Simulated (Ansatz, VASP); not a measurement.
Two plane-wave programs on Re

```
Re
1.0
     4.39583    0.00000    0.00000
    -2.19792    3.80690    0.00000
     0.00000    0.00000    2.75490
Re
3
Cartesian
  2.1979 3.8069 2.7549
  0.0000 2.5379 1.3774
  2.1979 1.2690 1.3774
```

Alike in both runs: task single point; functional RPBE; k mesh 9 × 9 × 13; occupations fermi-dirac, width 0.1 eV; no spin polarisation.

```csv
,VASP,Ansatz
version,VASP 6.6.1,Ansatz 0.2.0
potentials or method,"VASP PAW PBE potentials, release 64 (Re), cutoff 520 eV","plane waves (420 eV) with PAW, scalar-relativistic"
valence electrons in the cell,21,45
```

Ansatz gave:

| Property | Result |
| --- | --- |
| pressure (GPa) | 0.0 |
| traceless stress, the component that is largest in VASP (GPa) | -0.62 |

Question: Which values does VASP return?

Answer: Pressure (GPa): -0.9; traceless stress, the component that is largest in VASP (GPa): -0.10.

VASP's potentials were made for PBE, not for RPBE. VASP's potentials hold 21 valence electrons a cell and Ansatz's 45, so a difference there can come from the potentials and not from the codes.

Neither program's run includes spin-orbit coupling.
